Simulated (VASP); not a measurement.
**LiSi16 (a cell with a defect): single point with PBE+D3(BJ)**

The system is LiSi16 (a cell with a defect).

```
CELL_PARAMETERS angstrom
0.00000 5.43000 5.43000
5.43000 0.00000 5.43000
5.43000 5.43000 0.00000
ATOMIC_POSITIONS crystal
Si 0.99524 0.00587 0.00142
Si 0.11800 0.13675 0.12716
Si 0.99377 0.00624 0.50675
Si 0.12589 0.12709 0.62760
Si 0.99432 0.50481 0.00532
Si 0.11901 0.62658 0.12709
Si 0.99524 0.50091 0.50638
Si 0.11800 0.62665 0.63726
Si 0.49722 0.00601 0.00163
Si 0.62138 0.12769 0.12966
Si 0.49847 0.00170 0.50221
Si 0.61994 0.12726 0.62777
Si 0.49785 0.50159 0.00210
Si 0.62606 0.62689 0.12741
Si 0.49722 0.50112 0.50652
Si 0.62138 0.62915 0.62820
Li 0.24257 0.75607 0.25659
```

```
Program                : VASP 6.6.1
Task                   : single point
Functional             : PBE
Dispersion             : D3(BJ)
Potentials or basis    : VASP PAW PBE potentials, release 64 (Si, Li_sv)
Cutoff                 : 520 eV
k mesh                 : 2 × 2 × 2
Occupations            : fermi-dirac, width 0.05 eV
Spin                   : no spin polarisation
Dipole correction      : no
Charge                 : 1
Further INCAR settings : LREAL = Auto; ALGO = Normal; EDIFF = 1e-07; NBANDS = 48; NELECT = 66.0
```

* Largest force: 0.055 eV/Å
* Dispersion energy per atom: -0.321 eV

Forces on the atoms (eV/Å):
```
Si   0.007 -0.005 -0.002
Si  -0.003 -0.004  0.001
Si  -0.011 -0.002 -0.002
Si   0.004 -0.010 -0.010
Si   0.006  0.001  0.001
Si   0.000 -0.005 -0.005
Si   0.007 -0.002 -0.005
Si  -0.003  0.001 -0.004
Si   0.006  0.000  0.005
Si   0.008  0.005 -0.007
Si   0.021 -0.002 -0.002
Si   0.004  0.007  0.007
Si  -0.004  0.000  0.000
Si  -0.004  0.007  0.007
Si   0.006  0.005  0.000
Si   0.008 -0.007  0.005
Li  -0.053  0.011  0.011
```

Levels at points of the mesh, in eV from the Fermi level:
```
           k point  band 29  band 30  band 31  band 32  band 33  band 34  band 35  band 36  band 37  band 38
(0.00, 0.00, 0.00)    -1.45    -1.44    -0.32    -0.32    -0.32     0.32     0.33     0.33     0.40     0.40
(0.50, 0.00, 0.00)    -2.42    -1.13    -1.13    -1.04    -1.04     0.89     1.07     1.08     1.27     1.28
(0.00, 0.50, 0.00)    -2.43    -1.14    -1.13    -1.04    -1.04     0.87     1.09     1.09     1.27     1.27
(0.50, 0.50, 0.50)    -2.42    -1.13    -1.13    -1.04    -1.04     0.89     1.08     1.08     1.27     1.28
(0.50, 0.50, 0.00)    -2.22    -1.68    -1.68    -1.63    -1.59     0.75     0.82     1.87     1.99     1.99
(0.00, 0.50, 0.50)    -2.22    -1.68    -1.68    -1.63    -1.59     0.75     0.82     1.88     1.99     1.99
```

Run time: 2.4 min on 1 thread of Intel(R) Xeon(R) Platinum 8488C (Sapphire Rapids), with other jobs on the host, peak memory 0.47 GiB.

Caveat: the k points lie up to 0.50 Å⁻¹ apart; the cell carries a net charge on a neutralising background, which shifts energy and pressure; the cell is charged against a uniform background, so pressure and absolute levels hang on convention.
